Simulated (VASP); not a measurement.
TiSi16 (a cell with a defect): single point with LDA

Crystal: TiSi16 (a cell with a defect).

```
Si Ti
1.0
     0.00000    5.43000    5.43000
     5.43000    0.00000    5.43000
     5.43000    5.43000    0.00000
Si Ti
16 1
Direct
  0.99240 0.99280 0.97968
  0.12110 0.12151 0.10543
  0.98939 0.98977 0.48696
  0.10828 0.10864 0.61480
  0.00993 0.49557 0.99751
  0.14332 0.60976 0.12416
  0.00512 0.47253 0.50860
  0.12992 0.61040 0.62316
  0.49517 0.01032 0.99749
  0.60938 0.14369 0.12415
  0.47216 0.00546 0.50858
  0.61002 0.13029 0.62313
  0.50950 0.50986 0.03107
  0.64053 0.64093 0.14287
  0.50258 0.50295 0.51409
  0.61615 0.61649 0.66142
  0.85551 0.85588 0.36390
```

- Program: VASP 6.6.1
- Task: single point
- Functional: LDA
- Potentials or basis: VASP PAW LDA potentials, release 64 (Si, Ti_sv)
- Cutoff: 520 eV
- k mesh: 2 × 2 × 2
- Occupations: fermi-dirac, width 0.02 eV
- Spin: no spin polarisation
- Dipole correction: no
- Further INCAR settings: LREAL = Auto; ALGO = Normal; EDIFF = 1e-06; NBANDS = 52

| Item | Value |
| --- | --- |
| Pressure | -0.3 GPa |
| Largest force | 1.426 eV/Å |
| Band gap on the k mesh | zero (band 38 reaches 6.83 eV, above the bottom of band 39 at 6.48 eV) |

Forces on the atoms (eV/Å):
```
Si  -0.032 -0.032 -0.073
Si   0.003  0.003 -0.029
Si   0.101  0.102  0.051
Si   0.044  0.044  0.024
Si   0.010 -0.069 -0.086
Si   0.036 -0.099 -0.077
Si  -0.042 -0.109 -0.026
Si  -0.024 -0.027 -0.075
Si  -0.069  0.009 -0.086
Si  -0.099  0.036 -0.076
Si  -0.109 -0.042 -0.026
Si  -0.027 -0.022 -0.075
Si  -0.156 -0.158 -0.078
Si  -0.131 -0.131 -0.180
Si  -0.128 -0.129 -0.080
Si  -0.160 -0.161 -0.006
Ti   0.784  0.783  0.898
```

Stress tensor (GPa, compression positive):
```
-0.45 -0.39 -0.42
-0.39 -0.45 -0.42
-0.42 -0.42  0.04
```

Levels at points of the mesh, in eV from the Fermi level:
```csv
k point,band 34,band 35,band 36,band 37,band 38,band 39,band 40,band 41,band 42,band 43
"(0.00, 0.00, 0.00)",-1.04,-1.00,-0.96,-0.49,-0.34,-0.32,-0.04,0.02,0.18,0.75
"(0.50, 0.00, 0.00)",-1.81,-1.33,-1.23,-0.21,0.02,0.26,0.30,0.56,0.75,1.11
"(0.00, 0.50, 0.00)",-1.81,-1.33,-1.23,-0.21,0.02,0.26,0.30,0.56,0.75,1.11
"(0.00, 0.00, 0.50)",-1.77,-1.34,-1.29,-0.23,-0.06,0.29,0.37,0.56,0.74,1.14
"(0.50, 0.50, 0.50)",-1.92,-1.29,-1.27,-0.34,-0.20,-0.14,0.57,0.63,0.79,1.18
"(0.50, 0.50, 0.00)",-1.93,-1.87,-1.75,-0.58,0.04,0.48,0.76,1.07,1.35,1.37
"(0.00, 0.50, 0.50)",-1.93,-1.88,-1.73,-0.55,-0.01,0.48,0.70,1.07,1.30,1.40
"(0.50, 0.00, 0.50)",-1.93,-1.88,-1.73,-0.55,-0.01,0.48,0.70,1.07,1.30,1.40
```

It took 6.3 min on 1 thread of Intel(R) Xeon(R) Platinum 8259CL CPU @ 2.50GHz (Skylake/Cascade Lake) (shared host), peak memory 0.39 GiB.

Caveat: the k points lie up to 0.50 Å⁻¹ apart.
